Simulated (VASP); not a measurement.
A run of VASP 6.6.1:

The input INCAR:

```
PREC     = Accurate       # precision mode
ENCUT    = 500            # plane-wave cutoff, eV
EDIFF    = 1E-6           # SCF threshold, eV
ISMEAR   = 0              # smearing method
SIGMA    = 0.1            # smearing width, eV
LREAL    = False          # projectors in reciprocal space
LASPH    = True           # aspherical terms in the spheres
NELM     = 120            # most SCF steps
ALGO     = Normal         # electronic algorithm
ISIF     = 2              # what is computed and relaxed
LWAVE    = False          # write WAVECAR
LCHARG   = False          # write CHGCAR
GGA      = CA             # functional
NBANDS   = 19             # bands
GGA_COMPAT= False
```

KPOINTS

```
Automatic mesh
0
Gamma
  6 6 6
```

POSCAR

```
InAg
1.0
    3.4647886600      0.0000000000      0.0000000000
    0.0000000000      3.4647886600      0.0000000000
    0.0000000000      0.0000000000      3.4647886600
In Ag
1 1
Direct
    0.5000000000      0.5000000000      0.5000000000
    0.0000000000      0.0000000000      0.0000000000
```

Potentials or basis: VASP PAW LDA potentials, release 64 (In_d, Ag).

Run with:

```bash
$ cat potpaw_LDA.64/In_d/POTCAR potpaw_LDA.64/Ag/POTCAR > POTCAR
$ mpirun -np 1 vasp_std > vasp.out
```

Hardware: 1 thread of Intel Xeon 8259CL (shared host).

**Question.** Estimate the wall time of this run.

**Answer.** Wall time 21 s on 1 thread of Intel Xeon 8259CL (shared host), peak memory 0.15 GiB. Counts: scf iterations 12, k points 20.
